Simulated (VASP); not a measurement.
# W (Pm-3m) in VASP: further runs

The runs below take W through single point, relaxation of cell and atoms, with PBEsol.

Program: VASP 6.6.1. These are calculated values, not measurements. Logs are shortened: lines on timing, memory, paths and dates and some standing lists are left out, and cuts for length are marked.

## (1) The cell of the first run

Symmetry: Pm-3m, No. 221, cubic system. Conventional cell: a = 2.710 Å, b = 2.710 Å, c = 2.710 Å, α = 90.00°, β = 90.00°, γ = 90.00°. W (site symmetry m-3m) has 6 W at 2.71 Å within 3.6 Å.

## (2) Single point, PBEsol (volume scaled by 1.12)

File INCAR:

```
SYSTEM = W
PREC = Accurate
ENCUT = 520
EDIFF = 1E-6
ISMEAR = -1
SIGMA = 0.1
LREAL = .False.
LASPH = .True.
NELM = 100
ALGO = Normal
ISIF = 2
LWAVE = .False.
LCHARG = .False.
GGA = PS
NBANDS = 13
```

File KPOINTS:

```
regular mesh
0
Gamma
  14 14 14
  0 0 0
```

File POSCAR:

```
W
1.0
    2.7101717765      0.0000000000      0.0000000000
    0.0000000000      2.7101717765      0.0000000000
    0.0000000000      0.0000000000      2.7101717765
W
1
Direct
    0.0000000000      0.0000000000      0.0000000000
```

Potentials or basis: VASP PAW PBE potentials, release 64 (W_sv).

Command:

```console
$ cat potpaw_PBE.64/W_sv/POTCAR > POTCAR
$ mpirun -np 1 vasp_std > vasp.out
```

OUTCAR:

```text
SYSTEM = W
   PREC = Accurate
   ENCUT = 520
   EDIFF = 1E-6
   ISMEAR = -1
   LREAL = .False.
   LASPH = .True.
   NELM = 100
   ISIF = 2
   GGA = PS

 ion  position               nearest neighbor table
   1  0.000  0.000  0.000-

  LATTYP: Found a simple cubic cell.
 ALAT       =     2.7101717765

  Lattice vectors:

 A1 = (   2.7101717765,   0.0000000000,   0.0000000000)
 A2 = (   0.0000000000,   2.7101717765,   0.0000000000)
 A3 = (   0.0000000000,   0.0000000000,   2.7101717765)

Analysis of symmetry for initial positions (statically):
=====================================================================
 Subroutine PRICEL returns:
 Original cell was already a primitive cell.

 Routine SETGRP: Setting up the symmetry group for a
 simple cubic supercell.

 Subroutine GETGRP returns: Found 48 space group operations
 (whereof 48 operations were pure point group operations)
 out of a pool of 48 trial point group operations.

The static configuration has the point symmetry O_h .

Analysis of symmetry for dynamics (positions and initial velocities):
=====================================================================
 Subroutine PRICEL returns:
 Original cell was already a primitive cell.

 Routine SETGRP: Setting up the symmetry group for a
 simple cubic supercell.

 Subroutine GETGRP returns: Found 48 space group operations
 (whereof 48 operations were pure point group operations)
 out of a pool of 48 trial point group operations.

The dynamic configuration has the point symmetry O_h .

 Subroutine INISYM returns: Found 48 space group operations
 (whereof 48 operations are pure point group operations),
 and found     1 'primitive' translations

----------------------------------------------------------------------------------------

                                     Primitive cell

  volume of cell :      19.9063

  direct lattice vectors                    reciprocal lattice vectors
     2.710171777  0.000000000  0.000000000     0.368980302  0.000000000  0.000000000
     0.000000000  2.710171777  0.000000000     0.000000000  0.368980302  0.000000000
     0.000000000  0.000000000  2.710171777     0.000000000  0.000000000  0.368980302

  length of vectors
     2.710171777  2.710171777  2.710171777     0.368980302  0.368980302  0.368980302

  position of ions in fractional coordinates (direct lattice)
     0.000000000  0.000000000  0.000000000

  ion indices of the primitive-cell ions
   primitive index   ion index
                 1           1

[... 79 lines left out ...]
   POTIM  = 0.5000    time-step for ionic-motion
   TEBEG  =    0.0;   TEEND  =   0.0 temperature during run
   PSTRESS=    0.0 pullay stress
   NELECT =      14.0000    total number of electrons
   NUPDOWN=      -1.0000    fix difference up-down
   EMIN   =  10.00;   EMAX   =-10.00  energy-range for DOS
   EFERMI =   0.00;   METHOD = LEGACY
   ISMEAR =    -1;   SIGMA  =   0.10  broadening in eV -4-tet -1-fermi 0-gaus
   EFERMI_NEDOS =   21; number of points for ismear=-14 and -15
   IALGO  =     38    algorithm
   IMIX   =      4    mixing-type and parameters
     AMIX     =   0.40;   BMIX     =  1.00
     AMIX_MAG =   1.60;   BMIX_MAG =  1.00
  volume/ion in A,a.u.               =      19.91       134.33
  Fermi-wavevector in a.u.,A,eV,Ry     =   1.455864  2.751183 28.838077  2.119539
  Thomas-Fermi vector in A             =   2.572849
   LORBIT       =      0    0 simple, 1 ext, 2 COOP (PROOUT), +10 PAW based schemes
   GGA     = PS    functional components
   LHFCALC =     F    Hartree Fock is set to
   AEXX    =    0.0000 exact exchange contribution
   IVDW    =     0    specifies the selected vdW correction
   LEPSILON=     F    determine dielectric tensor
   LRPA    =     F    only Hartree local field effects (RPA)
 non-spin polarized calculation
  energy-cutoff  :      520.00
  volume of cell :       19.91
 maximum number of plane-waves:       554
   NGX = 11   NGY = 11   NGZ = 11

 number of electron      14.0000001 magnetization

 Free energy of the ion-electron system (eV)
  ---------------------------------------------------
  ext. energy  EPLUGINS =         0.00000000
  ---------------------------------------------------
  free energy    TOTEN  =       -12.16537987 eV

  energy without entropy =      -12.12062025  energy(sigma->0) =      -12.14300006

 E-fermi :   8.1120     XC(G=0): -12.3766

 val. band max:        8.1008282465   @ k =   0.5000   0.4286   0.1429
 cond. band min:       8.1187904201   @ k =   0.4286   0.3571   0.2143
 fundamental gap:      0.0179621736
 Fermi energy:         8.1120456389

 k-point     1 :       0.0000    0.0000    0.0000
  band No.  band energies     occupation
      1     -65.9982      2.00000
      2     -29.7003      2.00000
      3     -29.7003      2.00000
      4     -29.7003      2.00000
      5       0.0074      2.00000
      6       4.2706      2.00000
      7       4.2706      2.00000
      8      12.3245      0.00000
      9      12.3245      0.00000
     10      12.3245      0.00000
     11      22.0797      0.00000
     12      22.0797      0.00000
     13      22.0797      0.00000
[... 354 lines left out ...]
  band No.  band energies     occupation
      1     -65.9175      2.00000
      2     -30.4577      2.00000
      3     -30.0112      2.00000
      4     -29.5974      2.00000
      5       3.5949      2.00000
      6       5.4902      2.00000
      7       6.9455      1.99998
      8       9.5222      0.00000
      9       9.7209      0.00000
     10      11.2118      0.00000
     11      17.1958      0.00000
     12      21.7842      0.00000
     13      24.4697      0.00000

 [... further k-points ...]

------------------------ aborting loop because EDIFF is reached ----------------------------------------

  FORCE on cell =-STRESS in cart. coord.  units (eV):
  Direction    XX          YY          ZZ          XY          YZ          ZX
  --------------------------------------------------------------------------------------
  -------------------------------------------------------------------------------------
  Total       -2.4828300     -2.4828300     -2.4828300      0.0000000     -0.0000000      0.0000000
  in kB     -199.8329527   -199.8329527   -199.8329527      0.0000000     -0.0000000      0.0000000
  external PRESSURE =    -199.8329527 kB  Pullay stress =       0.0000000 kB

 VOLUME and BASIS-vectors are now :
 -----------------------------------------------------------------------------
  energy-cutoff  :      520.00
  volume of cell :       19.91
      direct lattice vectors                 reciprocal lattice vectors
     2.710171777  0.000000000  0.000000000     0.368980302  0.000000000  0.000000000
     0.000000000  2.710171777  0.000000000     0.000000000  0.368980302  0.000000000
     0.000000000  0.000000000  2.710171777     0.000000000  0.000000000  0.368980302

 POSITION                                       TOTAL-FORCE (eV/Angst)
 -----------------------------------------------------------------------------------
      0.00000      0.00000      0.00000         0.000000      0.000000      0.000000
 -----------------------------------------------------------------------------------
    total drift:                                0.000000      0.000000      0.000000

  FREE ENERGIE OF THE ION-ELECTRON SYSTEM (eV)
  ---------------------------------------------------
  free  energy   TOTEN  =       -12.1653798660 eV

  energy  without entropy=      -12.1206202512  energy(sigma->0) =      -12.14300006
```

OSZICAR:

```text
N       E                     dE             d eps       ncg     rms          rms(c)
DAV:   1     0.895773321468E+02    0.89577E+02   -0.75568E+03  3120   0.118E+03
DAV:   2    -0.108798368125E+02   -0.10046E+03   -0.95970E+02  3540   0.313E+02
DAV:   3    -0.127140457996E+02   -0.18342E+01   -0.18205E+01  3475   0.418E+01
DAV:   4    -0.127244781825E+02   -0.10432E-01   -0.10432E-01  3535   0.347E+00
DAV:   5    -0.127246007552E+02   -0.12257E-03   -0.12257E-03  3465   0.357E-01    0.155E+01
DAV:   6    -0.122608461786E+02    0.46375E+00   -0.47808E-01  3180   0.809E+00    0.579E+00
DAV:   7    -0.121695994476E+02    0.91247E-01   -0.17207E-01  3395   0.457E+00    0.547E-01
DAV:   8    -0.121653888437E+02    0.42106E-02   -0.43442E-03  3250   0.848E-01    0.416E-02
DAV:   9    -0.121653802704E+02    0.85732E-05   -0.89609E-05  3655   0.116E-01    0.321E-02
DAV:  10    -0.121653798221E+02    0.44829E-06   -0.10618E-05  3390   0.388E-02    0.124E-03
DAV:  11    -0.121653798660E+02   -0.43845E-07   -0.18293E-07  1870   0.496E-03
   1 F= -.12165380E+02 E0= -.12143000E+02  d E =-.447596E-01
```

stdout:

```text
POSCAR found type information on POSCAR W
 POSCAR found :  1 types and       1 ions
 scaLAPACK will be used
 -----------------------------------------------------------------------------
|                                                                             |
|                                                                             |
|     You enforced a specific xc type in the INCAR file but a different       |
|     I HOPE YOU KNOW WHAT YOU ARE DOING!                                     |
|                                                                             |
 -----------------------------------------------------------------------------

 LDA part: xc-table for (Slater+PW92), standard interpolation
 POSCAR, INCAR and KPOINTS ok, starting setup
 FFT: planning ... GRIDC
 FFT: planning ... GRID_SOFT
 FFT: planning ... GRID
 WAVECAR not read
 entering main loop
```

Wall time 10 s (1 thread of Intel Xeon 6975P-C, shared host); peak memory 0.14 GiB.

Results:

```yaml
Free_energy: -12.1654 eV
Pressure: -20.0 GPa
Band_gap_on_the_k_mesh: zero (band 7 reaches 9.73 eV, above the bottom of band 8 at 7.45 eV)
```

Levels at points of the mesh, in eV from the Fermi level:
| k point | band 3 | band 4 | band 5 | band 6 | band 7 | band 8 | band 9 | band 10 | band 11 | band 12 |
| --- | --- | --- | --- | --- | --- | --- | --- | --- | --- | --- |
| (0.00, 0.00, 0.00) | -37.81 | -37.81 | -8.10 | -3.84 | -3.84 | 4.21 | 4.21 | 4.21 | 13.97 | 13.97 |
| (0.50, 0.00, 0.00) | -37.73 | -37.73 | -4.80 | -2.98 | -0.69 | 0.90 | 0.90 | 4.56 | 8.22 | 13.71 |
| (0.50, 0.50, 0.00) | -38.66 | -37.64 | -4.87 | -2.69 | 1.57 | 1.57 | 4.37 | 4.37 | 6.59 | 12.54 |
| (0.50, 0.50, 0.50) | -38.55 | -38.55 | -3.39 | -3.39 | -3.39 | 6.83 | 6.83 | 7.53 | 10.46 | 10.46 |

Caveat: the PAW data sets were made with another functional, which shifts forces and pressure a little; spin-orbit coupling is left out, which moves the levels of the heavy elements.

(Part 1 of 2 ends here.)
